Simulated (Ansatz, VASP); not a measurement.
**Two plane-wave programs on AlAs2**

File POSCAR:

```
AlAs2
1.0
    0.0000000000      3.1189389397      3.1189389397
    3.1189389397      0.0000000000      3.1189389397
    3.1189389397      3.1189389397      0.0000000000
Al As
1 2
Direct
    0.0000000000      0.0000000000      0.0000000000
    0.2500000000      0.2500000000      0.2500000000
    0.7500000000      0.7500000000      0.7500000000
```

File INCAR.step1:

```
ALGO = Normal
EDIFF = 1E-4
ENCUT = 600
GGA = PE
ISMEAR = 0
LASPH = T
LCHARG = F
LREAL = F
LWAVE = T
NELM = 100
PREC = Accurate
SIGMA = 0.1
```

The input INCAR.step2:

```
ALGO = Normal
EDIFF = 1E-7
EDIFFG = -0.01
ENCUT = 600
IBRION = 2
ISIF = 3
ISMEAR = 0
ISTART = 1
LASPH = T
LCHARG = F
LMIXTAU = T
LREAL = F
LWAVE = F
METAGGA = R2SCAN
NELM = 100
NSW = 100
PREC = Accurate
SIGMA = 0.1
```

The input KPOINTS:

```
k-points
0
Gamma
  14 14 14
```

Input for Ansatz:

```yaml
crystal:
  lattice:
    - [0.0, 3.1189389397, 3.1189389397]
    - [3.1189389397, 0.0, 3.1189389397]
    - [3.1189389397, 3.1189389397, 0.0]
  atoms:
    - { symbol: Al, position: [0.0, 0.0, 0.0] }
    - { symbol: As, position: [0.25, 0.25, 0.25] }
    - { symbol: As, position: [0.75, 0.75, 0.75] }
basis:
  ecutwfc: 500
kpoints:
  mp_grid: { grid: [14, 14, 14] }
hamiltonian:
  xc: r2scan
scf:
  occupations: { method: gaussian, width: 0.1 }
output:
  forces: true
  stress: true
  eigenvalues: true
  write_density: true
  write_potential: true
  elf: true
  volumetric_format: npy
relax:
  adjacent_minimum: "off"
  f_tol: 0.01
  max_steps: 80
  cell: { stress_tol: 0.05 }
```

Alike in both runs: task relaxation of cell and atoms; functional r2SCAN; k mesh 14 × 14 × 14; occupations gaussian, width 0.1 eV; no spin polarisation.

|  | VASP | Ansatz |
| --- | --- | --- |
| version | VASP 6.6.1 | Ansatz 0.2.0 |
| potentials or method | VASP PAW PBE potentials, release 64 (Al, As), cutoff 600 eV | scalar-relativistic, plane waves, PAW |
| valence electrons in the cell | 13 | 33 |

Ansatz gave:

| Quantity | Value |
| --- | --- |
| gap on the k mesh at the Fermi level, each at its own relaxed structure (eV) | none |
| relaxed volume (Å³/atom) | 20.25 |
| relaxed cell length with the largest relative difference (Å) | 4.413 |

**Question.** Which values does VASP return?

**Answer.** gap on the k mesh at the Fermi level, each at its own relaxed structure (eV): none; relaxed volume (Å³/atom): 20.23; relaxed cell length with the largest relative difference (Å): 4.411.

VASP's potentials were made for PBE, not for r2SCAN. A gap of «none» marks a metal or a gap that the smearing closes. VASP's potentials hold 13 valence electrons a cell and Ansatz's 33, so a difference there can come from the potentials and not from the codes.

Noted on VASP's run: the relaxation stopped at its first step, so nothing moved.
